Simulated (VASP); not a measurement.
# GaN in VASP: single point with r2SCAN

Aim: the single point of GaN with r2SCAN.

Everything below comes from runs of VASP 6.6.1. Logs are shortened: lines on timing, memory, paths and dates and some standing lists are left out, and cuts for length are marked.

## (1) The cell of the first run

The typed cell holds 4 atoms: a = 3.203 Å, b = 3.203 Å, c = 5.216 Å, α = 90.00°, β = 90.00°, γ = 120.00°.

## (2) Single point, r2SCAN

File POSCAR:

```
GaN
1.0
    3.2025259300      0.0000000000      0.0000000000
   -1.6012629700      2.7734724000      0.0000000000
    0.0000000000      0.0000000000      5.2156738800
Ga N
2 2
Direct
    0.6667000000      0.3333000000      0.5912000000
    0.3334000000      0.6667000000      0.0912000000
    0.6667000000      0.3333000000      0.9688000000
    0.3334000000      0.6667000000      0.4688000000
```

File INCAR.step1:

```
ALGO     = Normal         # electronic algorithm
EDIFF    = 1E-4           # SCF threshold, eV
ENCUT    = 520            # plane-wave cutoff, eV
GGA      = PE             # functional
ISMEAR   = -1             # smearing method
LASPH    = True           # aspherical terms in the spheres
LCHARG   = False          # write CHGCAR
LREAL    = False          # projectors in reciprocal space
LWAVE    = True           # write WAVECAR
NBANDS   = 26             # bands
NELM     = 60             # most SCF steps
PREC     = Accurate       # precision mode
SIGMA    = 0.1            # smearing width, eV
```

File INCAR.step2:

```
ALGO     = Normal         # electronic algorithm
EDIFF    = 1E-6           # SCF threshold, eV
ENCUT    = 520            # plane-wave cutoff, eV
ISIF     = 2              # what is computed and relaxed
ISMEAR   = -1             # smearing method
ISTART   = 1            
LASPH    = True           # aspherical terms in the spheres
LCHARG   = False          # write CHGCAR
LMIXTAU  = True         
LREAL    = False          # projectors in reciprocal space
LWAVE    = False          # write WAVECAR
METAGGA  = R2SCAN         # meta-GGA
NBANDS   = 26             # bands
NELM     = 60             # most SCF steps
PREC     = Accurate       # precision mode
SIGMA    = 0.1            # smearing width, eV
```

File KPOINTS:

```
k-points
0
Gamma
  9 9 5
```

Potentials or basis: VASP PAW PBE potentials, release 64 (Ga_d, N).

Command:

```sh
$ cat potpaw_PBE.64/Ga_d/POTCAR potpaw_PBE.64/N/POTCAR > POTCAR
$ cp INCAR.step1 INCAR
$ mpirun -np 1 vasp_std > vasp.out
$ cp INCAR.step2 INCAR
$ mpirun -np 1 vasp_std > vasp.out
```

OUTCAR:

```text
EDIFF = 1E-6
   ENCUT = 520
   ISIF = 2
   ISMEAR = -1
   ISTART = 1
   LASPH = True
   LREAL = False
   METAGGA = R2SCAN
   NELM = 60
   PREC = Accurate

 ion  position               nearest neighbor table
   1  0.667  0.333  0.591-   4 1.96   4 1.96   4 1.96   3 1.97
   2  0.333  0.667  0.091-   3 1.96   3 1.96   3 1.96   4 1.97
   3  0.667  0.333  0.969-   2 1.96   2 1.96   2 1.96   1 1.97
   4  0.333  0.667  0.469-   1 1.96   1 1.96   1 1.96   2 1.97

  LATTYP: Found a hexagonal cell.
 ALAT       =     3.2025259300
 C/A-ratio  =     1.6286125371

  Lattice vectors:

 A1 = (   3.2025259300,   0.0000000000,   0.0000000000)
 A2 = (  -1.6012629700,   2.7734724000,   0.0000000000)
 A3 = (   0.0000000000,   0.0000000000,   5.2156738800)

Analysis of symmetry for initial positions (statically):
=====================================================================
 Subroutine PRICEL returns:
 Original cell was already a primitive cell.

 Routine SETGRP: Setting up the symmetry group for a
 hexagonal supercell.

 Subroutine GETGRP returns: Found  4 space group operations
 (whereof  1 operations were pure point group operations)
 out of a pool of 24 trial point group operations.

The static configuration has the point symmetry C_1 .
 The point group associated with its full space group is C_2v.

Analysis of symmetry for dynamics (positions and initial velocities):
=====================================================================
 Subroutine PRICEL returns:
 Original cell was already a primitive cell.

 Routine SETGRP: Setting up the symmetry group for a
 hexagonal supercell.

 Subroutine GETGRP returns: Found  4 space group operations
 (whereof  1 operations were pure point group operations)
 out of a pool of 24 trial point group operations.

The dynamic configuration has the point symmetry C_1 .
 The point group associated with its full space group is C_2v.

 Subroutine INISYM returns: Found  4 space group operations
 (whereof  1 operations are pure point group operations),
 and found     1 'primitive' translations

----------------------------------------------------------------------------------------

                                     Primitive cell

  volume of cell :      46.3262

  direct lattice vectors                    reciprocal lattice vectors
     3.202525930  0.000000000  0.000000000     0.312253522  0.180279422  0.000000000
    -1.601262970  2.773472400  0.000000000     0.000000000  0.360558843  0.000000000
     0.000000000  0.000000000  5.215673880     0.000000000  0.000000000  0.191729779

  length of vectors
     3.202525930  3.202529040  5.215673880     0.360559193  0.360558843  0.191729779

  position of ions in fractional coordinates (direct lattice)
     0.666700000  0.333300000  0.591200000
     0.333400000  0.666700000  0.091200000
     0.666700000  0.333300000  0.968800000
     0.333400000  0.666700000  0.468800000

  ion indices of the primitive-cell ions
   primitive index   ion index
                 1           1
                 2           2
                 3           3
                 4           4

----------------------------------------------------------------------------------------

 KPOINTS: k-points

Automatic generation of k-mesh.
 Grid dimensions read from file:
 generate k-points for:    9    9    5

 Generating k-lattice:

  Cartesian coordinates                     Fractional coordinates (reciprocal lattice)
     0.034694836  0.020031047  0.000000000     0.111111111 -0.000000000  0.000000000
     0.000000000  0.040062094  0.000000000     0.000000000  0.111111111  0.000000000
     0.000000000  0.000000000  0.038345956     0.000000000  0.000000000  0.200000000

  Length of vectors
     0.040062133  0.040062094  0.038345956

  Shift w.r.t. Gamma in fractional coordinates (k-lattice)
     0.000000000  0.000000000  0.000000000

 Subroutine IBZKPT returns following result:
 ===========================================

 Found     75 irreducible k-points:

 Following reciprocal coordinates:
            Coordinates               Weight
  0.000000  0.000000  0.000000      1.000000
  0.111111 -0.000000  0.000000      4.000000
  0.000000  0.111111  0.000000      2.000000
  0.222222 -0.000000  0.000000      4.000000
  0.000000  0.222222  0.000000      2.000000
  0.333333 -0.000000  0.000000      4.000000
[... 16 lines left out ...]
 -0.222222 -0.444444  0.000000      4.000000
  0.444444  0.333333  0.000000      4.000000
 [... further k-points ...]
   k-points           NKPTS =     75   k-points in BZ     NKDIM =     75   number of bands    NBANDS=     26
   number of dos      NEDOS =    301   number of ions     NIONS =      4
   total plane-waves  NPLWV =  23040
   dimension x,y,z NGX =    24 NGY =   24 NGZ =   40
   dimension x,y,z NGXF=    48 NGYF=   48 NGZF=   80
   ions per type =               2   2
   NGX,Y,Z   is equivalent  to a cutoff of  12.46, 12.46, 12.75 a.u.
   NGXF,Y,Z  is equivalent  to a cutoff of  24.92, 24.92, 25.50 a.u.
 SYSTEM =  unknown system
   PREC   = accura    normal or accurate (medium, high low for compatibility)
   ISTART =      1    job   : 0-new  1-cont  2-samecut
   ICHARG =      0    charge: 1-file 2-atom 10-const
   ISPIN  =      1    spin polarized calculation?
   LNONCOLLINEAR =      F non collinear calculations
   LSORBIT =      F    spin-orbit coupling
   LASPH  =      T    aspherical Exc in radial PAW
   ENCUT  =  520.0 eV  38.22 Ry    6.18 a.u.   5.95  5.95  9.70*2*pi/ulx,y,z
   NELM   =     60;   NELMIN=  2; NELMDL=  0     # of ELM steps
   EDIFF  = 0.1E-05   stopping-criterion for ELM
   LREAL  =      F    real-space projection
   EDIFFG = 0.1E-04   stopping-criterion for IOM
   NSW    =      0    number of steps for IOM
   IBRION =     -1    ionic relax: 0-MD 1-quasi-New 2-CG
   NFREE  =      0    steps in history (QN), initial steepest desc. (CG)
   ISIF   =      2    stress and relaxation
   ISYM   =      2    0-nonsym 1-usesym 2-fastsym
   POTIM  = 0.5000    time-step for ionic-motion
   TEBEG  =    0.0;   TEEND  =   0.0 temperature during run
   PSTRESS=    0.0 pullay stress
   NELECT =      36.0000    total number of electrons
   NUPDOWN=      -1.0000    fix difference up-down
   EMIN   =  10.00;   EMAX   =-10.00  energy-range for DOS
   EFERMI =   0.00;   METHOD = LEGACY
   ISMEAR =    -1;   SIGMA  =   0.10  broadening in eV -4-tet -1-fermi 0-gaus
   EFERMI_NEDOS =   21; number of points for ismear=-14 and -15
   IALGO  =     38    algorithm
   IMIX   =      4    mixing-type and parameters
     AMIX     =   0.40;   BMIX     =  1.00
     AMIX_MAG =   1.60;   BMIX_MAG =  1.00
  volume/ion in A,a.u.               =      11.58        78.16
  Fermi-wavevector in a.u.,A,eV,Ry     =   1.505105  2.844235 30.821821  2.265340
  Thomas-Fermi vector in A             =   2.615997
   LORBIT       =      0    0 simple, 1 ext, 2 COOP (PROOUT), +10 PAW based schemes
   METAGGA = R2SCAN    functional components
   LHFCALC =     F    Hartree Fock is set to
   AEXX    =    0.0000 exact exchange contribution
   IVDW    =     0    specifies the selected vdW correction
   LEPSILON=     F    determine dielectric tensor
   LRPA    =     F    only Hartree local field effects (RPA)
 non-spin polarized calculation
  energy-cutoff  :      520.00
  volume of cell :       46.33
 maximum number of plane-waves:      1269
   NGX = 11   NGY = 11   NGZ = 19

 number of electron      35.9999992 magnetization

 Free energy of the ion-electron system (eV)
  ---------------------------------------------------
  ext. energy  EPLUGINS =         0.00000000
  ---------------------------------------------------
  free energy    TOTEN  =       -43.81896470 eV

  energy without entropy =      -43.81896412  energy(sigma->0) =      -43.81896441

 E-fermi :   6.1235     XC(G=0): -12.5557

 val. band max:        4.8998454705   @ k =   0.0000   0.0000   0.0000
 cond. band min:       7.1214759268   @ k =   0.0000   0.0000   0.0000
 fundamental gap:      2.2216304563
 Fermi energy:         6.1235023465

 k-point     1 :       0.0000    0.0000    0.0000
  band No.  band energies     occupation
      1     -11.7513      2.00000
      2     -10.8034      2.00000
      3      -8.9113      2.00000
      4      -8.8991      2.00000
      5      -8.8990      2.00000
      6      -8.8348      2.00000
[... 18 lines left out ...]
     25      17.2430      0.00000
     26      17.2452      0.00000

 k-point     2 :       0.1111   -0.0000    0.0000
  band No.  band energies     occupation
      1     -11.6343      2.00000
      2     -10.7702      2.00000
      3      -8.8999      2.00000
      4      -8.8817      2.00000
      5      -8.8564      2.00000
      6      -8.8191      2.00000
[... 18 lines left out ...]
     25      16.7858      0.00000
     26      17.5220      0.00000

 k-point     3 :       0.0000    0.1111    0.0000
  band No.  band energies     occupation
      1     -11.6342      2.00000
      2     -10.7702      2.00000
      3      -8.8999      2.00000
      4      -8.8816      2.00000
      5      -8.8565      2.00000
      6      -8.8191      2.00000
[... 18 lines left out ...]
     25      16.7870      0.00000
     26      17.5205      0.00000

 k-point     4 :       0.2222   -0.0000    0.0000
  band No.  band energies     occupation
      1     -11.3390      2.00000
      2     -10.6985      2.00000
      3      -8.8641      2.00000
      4      -8.8457      2.00000
      5      -8.7808      2.00000
      6      -8.7510      2.00000
[... 18 lines left out ...]
     25      16.9846      0.00000
     26      18.1158      0.00000
[... 496 lines left out ...]
      1     -10.7465      2.00000
      2     -10.6233      2.00000
      3      -8.8726      2.00000
      4      -8.7514      2.00000
      5      -8.6733      2.00000
      6      -8.6700      2.00000
[... 18 lines left out ...]
     25      17.4133      0.00000
     26      18.9002      0.00000

 k-point    23 :      -0.2222   -0.4444    0.0000
  band No.  band energies     occupation
      1     -10.7464      2.00000
      2     -10.6233      2.00000
      3      -8.8726      2.00000
      4      -8.7514      2.00000
      5      -8.6732      2.00000
      6      -8.6700      2.00000
[... 18 lines left out ...]
     25      17.4130      0.00000
     26      18.9010      0.00000

 k-point    24 :       0.4444    0.3333    0.0000
  band No.  band energies     occupation
      1     -10.7465      2.00000
      2     -10.6233      2.00000
      3      -8.8726      2.00000
      4      -8.7514      2.00000
      5      -8.6733      2.00000
      6      -8.6700      2.00000
[... 18 lines left out ...]
     25      17.4122      0.00000
     26      18.9017      0.00000

 [... further k-points ...]
[... 5 lines left out ...]
  --------------------------------------------------------------------------------------
  -------------------------------------------------------------------------------------
  Total       -0.6566860     -0.6500548     -0.7927208      0.0000000      0.0000000      0.0000000
  in kB      -22.7112705    -22.4819323    -27.4159889      0.0000000      0.0000000      0.0000000
  external PRESSURE =     -24.2030639 kB  Pullay stress =       0.0000000 kB

 VOLUME and BASIS-vectors are now :
 -----------------------------------------------------------------------------
  energy-cutoff  :      520.00
  volume of cell :       46.33
      direct lattice vectors                 reciprocal lattice vectors
     3.202525930  0.000000000  0.000000000     0.312253522  0.180279422  0.000000000
    -1.601262970  2.773472400  0.000000000     0.000000000  0.360558843  0.000000000
     0.000000000  0.000000000  5.215673880     0.000000000  0.000000000  0.191729779

 POSITION                                       TOTAL-FORCE (eV/Angst)
 -----------------------------------------------------------------------------------
      1.60142      0.92440      3.08351        -0.000000      0.002425      0.056872
      0.00016      1.84907      0.47567         0.000000     -0.002425      0.056872
      1.60142      0.92440      5.05294        -0.000000      0.002376     -0.056872
      0.00016      1.84907      2.44511         0.000000     -0.002376     -0.056872
 -----------------------------------------------------------------------------------
    total drift:                                0.000018      0.000003      0.034310

  FREE ENERGIE OF THE ION-ELECTRON SYSTEM (eV)
  ---------------------------------------------------
  free  energy   TOTEN  =       -43.8189647017 eV

  energy  without entropy=      -43.8189641175  energy(sigma->0) =      -43.81896441
```

Wall time 8.5 min (1 thread of AMD EPYC 7R13, shared host); peak memory 0.19 GiB.

What came out:

```
Free energy            : -43.8190 eV
Pressure               : -2.4 GPa
Largest force          : 0.057 eV/Å
Band gap on the k mesh : 2.22 eV, direct
```

Forces in eV/Å, atoms in the order of the input:
```
Ga   0.000  0.002  0.057
Ga   0.000 -0.002  0.057
N    0.000  0.002 -0.057
N    0.000 -0.002 -0.057
```

Stress tensor (GPa, compression positive):
```
-2.27  0.00  0.00
 0.00 -2.25  0.00
 0.00  0.00 -2.74
```

Caveat: the PAW data sets were made with another functional, which shifts forces and pressure a little.
